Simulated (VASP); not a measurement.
# Cu5W (F-43m) in VASP: single point with PBEsol

Aim: the single point of Cu5W with PBEsol.

All numbers are computed with VASP 6.6.1; they aren't measurements. Logs are shortened: lines on timing, memory, paths and dates and some standing lists are left out, and cuts for length are marked.

### 1 The cell of the first run

Symmetry: F-43m, No. 216, cubic system. Conventional cell: a = 6.738 Å, b = 6.738 Å, c = 6.738 Å, α = 90.00°, β = 90.00°, γ = 90.00°. Within 3.7 Å of W (site symmetry -43m) lie 16 Cu at 2.79 to 2.92 Å. Cu (site symmetry -43m) has 12 Cu at 2.79 Å and 4 W at 2.92 Å within 3.7 Å. Cu (site symmetry 3m) has 9 Cu at 2.38 to 2.79 Å and 3 W at 2.79 Å within 3.1 Å.

### 2 Single point, PBEsol

The input, INCAR:

```
ALGO = Normal ; EDIFF = 1E-6
ENCUT = 700 ; GGA = PS
GGA_COMPAT = False ; ISIF = 2
ISMEAR = -1 ; LASPH = True
LCHARG = False ; LREAL = False
LWAVE = False ; NBANDS = 64
NELM = 120 ; PREC = Accurate
SIGMA = 0.0202
```

The input, KPOINTS:

```
k-points
0
Gamma
  8 8 8
```

The input, POSCAR:

```
Cu5W
1.0
    0.0000000000      3.3691140000      3.3691140000
    3.3691140000      0.0000000000      3.3691140000
    3.3691140000      3.3691140000      0.0000000000
W Cu
1 5
Direct
    0.0000000000      0.0000000000      0.0000000000
    0.2500000000      0.2500000000      0.2500000000
    0.6250000000      0.6250000000      0.6250000000
    0.1250000000      0.6250000000      0.6250000000
    0.6250000000      0.6250000000      0.1250000000
    0.6250000000      0.1250000000      0.6250000000
```

Potentials or basis: VASP PAW PBE potentials, release 64 (W_sv, Cu_sv_GW).

On the command line:

```bash
> cat potpaw_PBE.64/W_sv/POTCAR potpaw_PBE.64/Cu_sv_GW/POTCAR > POTCAR
> mpirun -np 1 vasp_std > vasp.out
```

OUTCAR:

```text
EDIFF = 1E-6
   ENCUT = 700
   GGA = PS
   ISIF = 2
   ISMEAR = -1
   LASPH = True
   LREAL = False
   NELM = 120
   PREC = Accurate

 ion  position               nearest neighbor table
   1  0.000  0.000  0.000-   3 2.79   5 2.79   6 2.79   3 2.79   4 2.79   5 2.79   3 2.79   4 2.79
                             6 2.79   4 2.79   5 2.79   6 2.79   2 2.92   2 2.92   2 2.92   2 2.92
   2  0.250  0.250  0.250-   1 2.92   1 2.92   1 2.92   1 2.92
   3  0.625  0.625  0.625-   4 2.38   5 2.38   6 2.38   5 2.38   6 2.38   4 2.38   1 2.79   1 2.79
                             1 2.79
   4  0.125  0.625  0.625-   3 2.38   5 2.38   6 2.38   3 2.38   5 2.38   6 2.38   1 2.79   1 2.79
                             1 2.79
   5  0.625  0.625  0.125-   3 2.38   3 2.38   4 2.38   6 2.38   6 2.38   4 2.38   1 2.79   1 2.79
                             1 2.79
   6  0.625  0.125  0.625-   3 2.38   5 2.38   3 2.38   4 2.38   5 2.38   4 2.38   1 2.79   1 2.79
                             1 2.79

  LATTYP: Found a face centered cubic cell.
 ALAT       =     6.7382280000

  Lattice vectors:

 A1 = (   0.0000000000,   3.3691140000,   3.3691140000)
 A2 = (   3.3691140000,   0.0000000000,   3.3691140000)
 A3 = (   3.3691140000,   3.3691140000,   0.0000000000)

Analysis of symmetry for initial positions (statically):
=====================================================================
 Subroutine PRICEL returns:
 Original cell was already a primitive cell.

 Routine SETGRP: Setting up the symmetry group for a
 face centered cubic supercell.

 Subroutine GETGRP returns: Found 24 space group operations
 (whereof 24 operations were pure point group operations)
 out of a pool of 48 trial point group operations.

The static configuration has the point symmetry T_d .

Analysis of symmetry for dynamics (positions and initial velocities):
=====================================================================
 Subroutine PRICEL returns:
 Original cell was already a primitive cell.

 Routine SETGRP: Setting up the symmetry group for a
 face centered cubic supercell.

 Subroutine GETGRP returns: Found 24 space group operations
 (whereof 24 operations were pure point group operations)
 out of a pool of 48 trial point group operations.

The dynamic configuration has the point symmetry T_d .

 Subroutine INISYM returns: Found 24 space group operations
 (whereof 24 operations are pure point group operations),
 and found     1 'primitive' translations

[... 106 lines left out ...]
   IBRION =     -1    ionic relax: 0-MD 1-quasi-New 2-CG
   NFREE  =      0    steps in history (QN), initial steepest desc. (CG)
   ISIF   =      2    stress and relaxation
   ISYM   =      2    0-nonsym 1-usesym 2-fastsym
   POTIM  = 0.5000    time-step for ionic-motion
   TEBEG  =    0.0;   TEEND  =   0.0 temperature during run
   PSTRESS=    0.0 pullay stress
   NELECT =     109.0000    total number of electrons
   NUPDOWN=      -1.0000    fix difference up-down
   EMIN   =  10.00;   EMAX   =-10.00  energy-range for DOS
   EFERMI =   0.00;   METHOD = LEGACY
   ISMEAR =    -1;   SIGMA  =   0.02  broadening in eV -4-tet -1-fermi 0-gaus
   EFERMI_NEDOS =   21; number of points for ismear=-14 and -15
   IALGO  =     38    algorithm
   IMIX   =      4    mixing-type and parameters
     AMIX     =   0.40;   BMIX     =  1.00
     AMIX_MAG =   1.60;   BMIX_MAG =  1.00
  volume/ion in A,a.u.               =      12.75        86.02
  Fermi-wavevector in a.u.,A,eV,Ry     =   1.842290  3.481423 46.178607  3.394032
  Thomas-Fermi vector in A             =   2.894229
   LORBIT       =      0    0 simple, 1 ext, 2 COOP (PROOUT), +10 PAW based schemes
   GGA     = PS    functional components
   LHFCALC =     F    Hartree Fock is set to
   AEXX    =    0.0000 exact exchange contribution
   IVDW    =     0    specifies the selected vdW correction
   LEPSILON=     F    determine dielectric tensor
   LRPA    =     F    only Hartree local field effects (RPA)
 non-spin polarized calculation
  energy-cutoff  :      700.00
  volume of cell :       76.49
 maximum number of plane-waves:      3250
 NGX is ok and might be reduce to    42
   NGX = 21   NGY = 21   NGZ = 21

 number of electron     109.0000000 magnetization

 Free energy of the ion-electron system (eV)
  ---------------------------------------------------
  ext. energy  EPLUGINS =         0.00000000
  ---------------------------------------------------
  free energy    TOTEN  =       -33.39818043 eV

  energy without entropy =      -33.39012294  energy(sigma->0) =      -33.39415168

 E-fermi :   8.2674     XC(G=0): -13.4855

 val. band max:        8.2390553493   @ k =  -0.3750   0.1250   0.0000
 cond. band min:       8.2836618999   @ k =  -0.3750   0.5000   0.1250
 fundamental gap:      0.0446065506
 Fermi energy:         8.2674127921

 k-point     1 :       0.0000    0.0000    0.0000
  band No.  band energies     occupation
      1    -104.5294      2.00000
      2    -104.5036      2.00000
      3    -104.5036      2.00000
      4    -104.5036      2.00000
      5    -104.3035      2.00000
      6     -66.4457      2.00000
[... 1597 lines left out ...]
     63      15.6318      0.00000
     64      15.8912      0.00000

 [... further k-points ...]

------------------------ aborting loop because EDIFF is reached ----------------------------------------

  FORCE on cell =-STRESS in cart. coord.  units (eV):
  Direction    XX          YY          ZZ          XY          YZ          ZX
  --------------------------------------------------------------------------------------
  -------------------------------------------------------------------------------------
  Total       -5.8006645     -5.8006645     -5.8006645      0.0000000      0.0000000      0.0000000
  in kB     -121.5097746   -121.5097746   -121.5097746      0.0000000      0.0000000      0.0000000
  external PRESSURE =    -121.5097746 kB  Pullay stress =       0.0000000 kB

 VOLUME and BASIS-vectors are now :
 -----------------------------------------------------------------------------
  energy-cutoff  :      700.00
  volume of cell :       76.49
      direct lattice vectors                 reciprocal lattice vectors
     0.000000000  3.369114000  3.369114000    -0.148406970  0.148406970  0.148406970
     3.369114000  0.000000000  3.369114000     0.148406970 -0.148406970  0.148406970
     3.369114000  3.369114000  0.000000000     0.148406970  0.148406970 -0.148406970

 POSITION                                       TOTAL-FORCE (eV/Angst)
 -----------------------------------------------------------------------------------
      0.00000      0.00000      0.00000         0.000000      0.000000      0.000000
      1.68456      1.68456      1.68456        -0.000000      0.000000     -0.000000
      4.21139      4.21139      4.21139         0.008051      0.008051      0.008051
      4.21139      2.52684      2.52684         0.008051     -0.008051     -0.008051
      2.52684      2.52684      4.21139        -0.008051     -0.008051      0.008051
      2.52684      4.21139      2.52684        -0.008051      0.008051     -0.008051
 -----------------------------------------------------------------------------------
    total drift:                                0.000001      0.000001      0.000000

  FREE ENERGIE OF THE ION-ELECTRON SYSTEM (eV)
  ---------------------------------------------------
  free  energy   TOTEN  =       -33.3981804266 eV

  energy  without entropy=      -33.3901229363  energy(sigma->0) =      -33.39415168
```

stdout:

```text
POSCAR found type information on POSCAR W Cu
 POSCAR found :  2 types and       6 ions
 scaLAPACK will be used
 -----------------------------------------------------------------------------
|                                                                             |
|                                                                             |
|     You enforced a specific xc type in the INCAR file but a different       |
|     I HOPE YOU KNOW WHAT YOU ARE DOING!                                     |
|                                                                             |
 -----------------------------------------------------------------------------

 LDA part: xc-table for (Slater+PW92), standard interpolation
 POSCAR, INCAR and KPOINTS ok, starting setup
 FFT: planning ... GRIDC
 FFT: planning ... GRID_SOFT
 FFT: planning ... GRID
 WAVECAR not read
 entering main loop
```

Run time: 6 min. Hardware: 1 thread of Intel Xeon Platinum 8375C at 2.90GHz (Ice Lake), shared host; peak memory 0.38 GiB.

Results:

```yaml
Free_energy: -33.3982 eV
Pressure: -12.2 GPa
Band_gap_on_the_k_mesh: zero (an odd number of electrons rules out a gap without spin polarisation)
```

Caveat: the cell stands under tension; the PAW data sets were made with another functional, which shifts forces and pressure a little; spin-orbit coupling is left out, which moves the levels of the heavy elements.
